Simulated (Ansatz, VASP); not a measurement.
**Ti3Al in VASP and in Ansatz**

File INCAR:

```
SYSTEM = Ti3Al
  ALGO = Fast
  EDIFF = 1E-7
  ENCUT = 520
  GGA = PS
  ISIF = 2
  ISMEAR = 0
  LASPH = .True.
  LCHARG = .True.
  LELF = .True.
  LREAL = .False.
  LVHAR = .True.
  LWAVE = .False.
  NBANDS = 28
  NELM = 60
  PREC = Accurate
  SIGMA = 0.15
```

File KPOINTS:

```
k-points
0
Gamma
  18 18 6
  0 0 0
```

POSCAR

```
Ti3Al
1.0
    2.7044641644      0.0000000000      0.0000000000
   -1.3522320822      2.3421346700      0.0000000000
    0.0000000000      0.0000000000      9.6365467107
Ti Al
3 1
Direct
    0.6666666667      0.3333333333      0.0000000000
    0.3333333333      0.6666666667      0.7511732072
    0.3333333333      0.6666666667      0.2488267928
    0.6666666667      0.3333333333      0.5000000000
```

Input for Ansatz:

```yaml
crystal:
  lattice:
    - [2.7044641644, 0.0, 0.0]
    - [-1.3522320822, 2.34213467, 0.0]
    - [0.0, 0.0, 9.6365467107]
  atoms:
    - { symbol: Ti, position: [0.6666666667, 0.3333333333, 0.0] }
    - { symbol: Ti, position: [0.3333333333, 0.6666666667, 0.7511732072] }
    - { symbol: Ti, position: [0.3333333333, 0.6666666667, 0.2488267928] }
    - { symbol: Al, position: [0.6666666667, 0.3333333333, 0.5] }
basis:
  ecutwfc: 520.0
kpoints:
  mp_grid: { grid: [18, 18, 6] }
hamiltonian:
  xc: pbesol
  pseudopotentials: { kind: paw, azcp: { folder: soft_1 } }
scf:
  occupations: { method: gaussian, width: 0.15 }
output:
  forces: true
  stress: true
  eigenvalues: true
```

Alike in both runs: task single point; functional PBEsol; k mesh 18 × 18 × 6; occupations gaussian, width 0.15 eV; no spin polarisation.

|  | VASP | Ansatz |
| --- | --- | --- |
| version | VASP 6.6.1 | Ansatz 0.2.0 |
| potentials or method | VASP PAW PBE potentials, release 64 (Ti_sv, Al), cutoff 520 eV | scalar-relativistic, plane waves, PAW |
| valence electrons in the cell | 39 | 39 |

|  | VASP | Ansatz | Ansatz less VASP |
| --- | --- | --- | --- |
| gap on the k mesh at the Fermi level (eV) | none | none | - |
| pressure (GPa) | 10.2 | 10.4 | +0.23 |
| traceless stress, the component that is largest in VASP (GPa) | -11.02 | -11.13 | -0.110 |
| rms of the force components (eV/Å) | 0.204 | 0.210 | +0.0060 |

VASP's potentials were made for PBE, not for PBEsol, and Ansatz warns of the same on its side. Atom by atom the forces differ by 0.006 eV/Å (rms over components). A gap of «none» marks a metal or a gap that the smearing closes. With one functional, cell and mesh, what is left measures potentials, basis and numerics.
